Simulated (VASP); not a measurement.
# Zr (P6_3/mmc) in VASP: further runs, part 2 of 2

VASP 6.6.1. The steps go on from the part before.

## 3. Relaxation of cell and atoms, PBE

This run uses another cell than the first one, of 23.28 Å³/atom, 0.995 times its volume.

Input file INCAR:

```
SYSTEM = Zr
ALGO = Fast ; EDIFF = 1E-6
EDIFFG = -0.005 ; ENCUT = 600
GGA = PE ; IBRION = 2
ISIF = 3 ; ISMEAR = 0
LASPH = .TRUE. ; LCHARG = .FALSE.
LREAL = .FALSE. ; LWAVE = .FALSE.
NELM = 60 ; NSW = 100
PREC = Accurate ; SIGMA = 0.1
```

Input file KPOINTS:

```
k-points
0
G
  15 15 8
  0 0 0
```

Input file POSCAR:

```
Zr
1.0
    3.2319982225      0.0000000000      0.0000000000
   -1.6159991112      2.7989925656      0.0000000000
    0.0000000000      0.0000000000      5.1470000000
Zr
2
Direct
    0.3333333333      0.6666666667      0.2500000000
    0.6666666667      0.3333333333      0.7500000000
```

Potentials or basis: VASP PAW PBE potentials, release 64 (Zr_sv).

Launch:

```bash
$ cat potpaw_PBE.64/Zr_sv/POTCAR > POTCAR
$ mpirun -np 1 vasp_std > vasp.out
```

OUTCAR:

```text
SYSTEM = Zr
   EDIFF = 1E-6
   EDIFFG = -0.005
   ENCUT = 600
   GGA = PE
   IBRION = 2
   ISIF = 3
   ISMEAR = 0
   LASPH = .TRUE.
   LREAL = .FALSE.
   NELM = 60
   NSW = 100
   PREC = Accurate

 ion  position               nearest neighbor table
   1  0.333  0.667  0.250-   2 3.18   2 3.18   2 3.18   2 3.18   2 3.18   2 3.18
   2  0.667  0.333  0.750-   1 3.18   1 3.18   1 3.18   1 3.18   1 3.18   1 3.18

  LATTYP: Found a hexagonal cell.
 ALAT       =     3.2319982225
 C/A-ratio  =     1.5925132521

  Lattice vectors:

 A1 = (   3.2319982225,   0.0000000000,   0.0000000000)
 A2 = (  -1.6159991112,   2.7989925656,   0.0000000000)
 A3 = (   0.0000000000,   0.0000000000,   5.1470000000)

Analysis of symmetry for initial positions (statically):
=====================================================================
 Subroutine PRICEL returns:
 Original cell was already a primitive cell.

 Routine SETGRP: Setting up the symmetry group for a
 hexagonal supercell.

 Subroutine GETGRP returns: Found 24 space group operations
 (whereof 12 operations were pure point group operations)
 out of a pool of 24 trial point group operations.

The static configuration has the point symmetry D_3d.
 The point group associated with its full space group is D_6h.

Analysis of symmetry for dynamics (positions and initial velocities):
=====================================================================
 Subroutine PRICEL returns:
 Original cell was already a primitive cell.

 Routine SETGRP: Setting up the symmetry group for a
 hexagonal supercell.

 Subroutine GETGRP returns: Found 24 space group operations
 (whereof 12 operations were pure point group operations)
 out of a pool of 24 trial point group operations.

The dynamic configuration has the point symmetry D_3d.
 The point group associated with its full space group is D_6h.

 Subroutine INISYM returns: Found 24 space group operations
 (whereof 12 operations are pure point group operations),
 and found     1 'primitive' translations

----------------------------------------------------------------------------------------

                                     Primitive cell

  volume of cell :      46.5615

  direct lattice vectors                    reciprocal lattice vectors
     3.231998223  0.000000000  0.000000000     0.309406111  0.178635701  0.000000000
    -1.615999111  2.798992566  0.000000000     0.000000000  0.357271403  0.000000000
     0.000000000  0.000000000  5.147000000     0.000000000  0.000000000  0.194287935

  length of vectors
     3.231998223  3.231998222  5.147000000     0.357271403  0.357271403  0.194287935

  position of ions in fractional coordinates (direct lattice)
     0.333333333  0.666666667  0.250000000
     0.666666667  0.333333333  0.750000000

  ion indices of the primitive-cell ions
   primitive index   ion index
                 1           1
                 2           2

----------------------------------------------------------------------------------------

 KPOINTS: k-points

Automatic generation of k-mesh.
[... 48 lines left out ...]
   k-points           NKPTS =    135   k-points in BZ     NKDIM =    135   number of bands    NBANDS=     16
   number of dos      NEDOS =    301   number of ions     NIONS =      2
   total plane-waves  NPLWV =  32928
   dimension x,y,z NGX =    28 NGY =   28 NGZ =   42
   dimension x,y,z NGXF=    56 NGYF=   56 NGZF=   84
   ions per type =               2
   NGX,Y,Z   is equivalent  to a cutoff of  14.40, 14.40, 13.57 a.u.
   NGXF,Y,Z  is equivalent  to a cutoff of  28.81, 28.81, 27.13 a.u.
 SYSTEM =  Zr
   PREC   = accura    normal or accurate (medium, high low for compatibility)
   ISTART =      0    job   : 0-new  1-cont  2-samecut
   ICHARG =      2    charge: 1-file 2-atom 10-const
   ISPIN  =      1    spin polarized calculation?
   LNONCOLLINEAR =      F non collinear calculations
   LSORBIT =      F    spin-orbit coupling
   LASPH  =      T    aspherical Exc in radial PAW
   ENCUT  =  600.0 eV  44.10 Ry    6.64 a.u.   6.46  6.46 10.28*2*pi/ulx,y,z
   NELM   =     60;   NELMIN=  2; NELMDL= -5     # of ELM steps
   EDIFF  = 0.1E-05   stopping-criterion for ELM
   LREAL  =      F    real-space projection
   EDIFFG = -.5E-02   stopping-criterion for IOM
   NSW    =    100    number of steps for IOM
   IBRION =      2    ionic relax: 0-MD 1-quasi-New 2-CG
   NFREE  =      1    steps in history (QN), initial steepest desc. (CG)
   ISIF   =      3    stress and relaxation
   ISYM   =      2    0-nonsym 1-usesym 2-fastsym
   POTIM  = 0.5000    time-step for ionic-motion
   TEBEG  =    0.0;   TEEND  =   0.0 temperature during run
   PSTRESS=    0.0 pullay stress
   NELECT =      24.0000    total number of electrons
   NUPDOWN=      -1.0000    fix difference up-down
   EMIN   =  10.00;   EMAX   =-10.00  energy-range for DOS
   EFERMI =   0.00;   METHOD = LEGACY
   ISMEAR =     0;   SIGMA  =   0.10  broadening in eV -4-tet -1-fermi 0-gaus
   EFERMI_NEDOS =   21; number of points for ismear=-14 and -15
   IALGO  =     68    algorithm
   IMIX   =      4    mixing-type and parameters
     AMIX     =   0.40;   BMIX     =  1.00
     AMIX_MAG =   1.60;   BMIX_MAG =  1.00
  volume/ion in A,a.u.               =      23.28       157.11
  Fermi-wavevector in a.u.,A,eV,Ry     =   1.312612  2.480476 23.442147  1.722949
  Thomas-Fermi vector in A             =   2.442992
   LORBIT       =      0    0 simple, 1 ext, 2 COOP (PROOUT), +10 PAW based schemes
   GGA     = PE    functional components
   LHFCALC =     F    Hartree Fock is set to
   AEXX    =    0.0000 exact exchange contribution
   IVDW    =     0    specifies the selected vdW correction
   LEPSILON=     F    determine dielectric tensor
   LRPA    =     F    only Hartree local field effects (RPA)
 conjugate gradient relaxation of ions
 non-spin polarized calculation
 RMM-DIIS sequential band-by-band and
 Gauss-broadening in eV      SIGMA  =   0.10
  energy-cutoff  :      600.00
  volume of cell :       46.56
 maximum number of plane-waves:      1582
 NGX is ok and might be reduce to    28
   NGX = 13   NGY = 13   NGZ = 21

--------------------------------------- Ionic step        1  -------------------------------------------

 number of electron      24.0000000 magnetization

 Free energy of the ion-electron system (eV)
  ---------------------------------------------------
  ext. energy  EPLUGINS =         0.00000000
  ---------------------------------------------------
  free energy    TOTEN  =       -17.04548952 eV

  energy without entropy =      -17.03563231  energy(sigma->0) =      -17.04056092

------------------------ aborting loop because EDIFF is reached ----------------------------------------

  FORCE on cell =-STRESS in cart. coord.  units (eV):
  Direction    XX          YY          ZZ          XY          YZ          ZX
  --------------------------------------------------------------------------------------
  -------------------------------------------------------------------------------------
  Total        0.0894357      0.0894357      0.2321827      0.0000000     -0.0000000      0.0000000
  in kB        3.0774730      3.0774730      7.9893861      0.0000000     -0.0000000      0.0000000
  external PRESSURE =       4.7147774 kB  Pullay stress =       0.0000000 kB
[... 95 lines left out ...]
--------------------------------------- Ionic step        4  -------------------------------------------

 number of electron      24.0000000 magnetization

 Free energy of the ion-electron system (eV)
  ---------------------------------------------------
  ext. energy  EPLUGINS =         0.00000000
  ---------------------------------------------------
  free energy    TOTEN  =       -17.04602125 eV

  energy without entropy =      -17.03610924  energy(sigma->0) =      -17.04106524

 E-fermi :   8.9593     XC(G=0): -11.0598

 val. band max:        8.9581515315   @ k =   0.1333  -0.0000   0.1250
 cond. band min:       8.9604922423   @ k =   0.2667   0.2000   0.5000
 fundamental gap:      0.0023407108
 Fermi energy:         8.9593120970

 k-point     1 :       0.0000    0.0000    0.0000
  band No.  band energies     occupation
      1     -39.9082      2.00000
      2     -39.7592      2.00000
      3     -18.4205      2.00000
      4     -17.5615      2.00000
      5     -17.5615      2.00000
      6     -17.4379      2.00000
[... 433 lines left out ...]
      3     -18.1788      2.00000
      4     -18.0172      2.00000
      5     -17.9293      2.00000
      6     -17.8937      2.00000
[... 8 lines left out ...]
     15      10.5361      0.00000
     16      13.1161      0.00000

 [... further k-points ...]

------------------------ aborting loop because EDIFF is reached ----------------------------------------

  FORCE on cell =-STRESS in cart. coord.  units (eV):
  Direction    XX          YY          ZZ          XY          YZ          ZX
  --------------------------------------------------------------------------------------
  -------------------------------------------------------------------------------------
  Total       -0.0006452     -0.0006452      0.0040081     -0.0000000      0.0000000     -0.0000000
  in kB       -0.0220913     -0.0220913      0.1372396     -0.0000000      0.0000000     -0.0000000
  external PRESSURE =       0.0310190 kB  Pullay stress =       0.0000000 kB
[... 17 lines left out ...]
  FREE ENERGIE OF THE ION-ELECTRON SYSTEM (eV)
  ---------------------------------------------------
  free  energy   TOTEN  =       -17.0460212539 eV

  energy  without entropy=      -17.0361092353  energy(sigma->0) =      -17.04106524

 reached required accuracy - stopping structural energy minimisation
```

Run time: 9.1 min. Hardware: 1 thread of AMD EPYC 9R45 (Zen 5), shared host; peak memory 0.22 GiB.

Results:

| Item | Value |
| --- | --- |
| Free energy | -17.0460 eV |
| Relaxed volume | 23.40 Å³/atom |
| Relaxed cell | a = 3.233 Å, b = 3.233 Å, c = 5.169 Å, α = 90.00°, β = 90.00°, γ = 120.00° |
| Space group after relaxing (to 0.05 Å) | P6_3/mmc (No. 194) |
| Energy gained by relaxing | 0.3 meV/atom |
| Ionic steps | 4 |
| Pressure after relaxing | 0.0 GPa |
| Band gap on the k mesh | zero (band 12 reaches 9.81 eV, above the bottom of band 13 at 8.63 eV) |

Step by step:
```
step  energy change (eV)  largest force (eV/Å)  pressure (GPa)  volume (Å³)
   1              0.0000                0.0000            0.47        46.56
   2             -0.0002                0.0000           -0.50        47.02
   3             -0.0005                0.0000           -0.06        46.82
   4             -0.0005                0.0000            0.00        46.79
```

Final structure:
```
CELL_PARAMETERS angstrom
3.23298 0.00000 0.00000
-1.61649 2.79984 0.00000
0.00000 0.00000 5.16938
ATOMIC_POSITIONS crystal
Zr 0.33333 0.66667 0.25000
Zr 0.66667 0.33333 0.75000
```
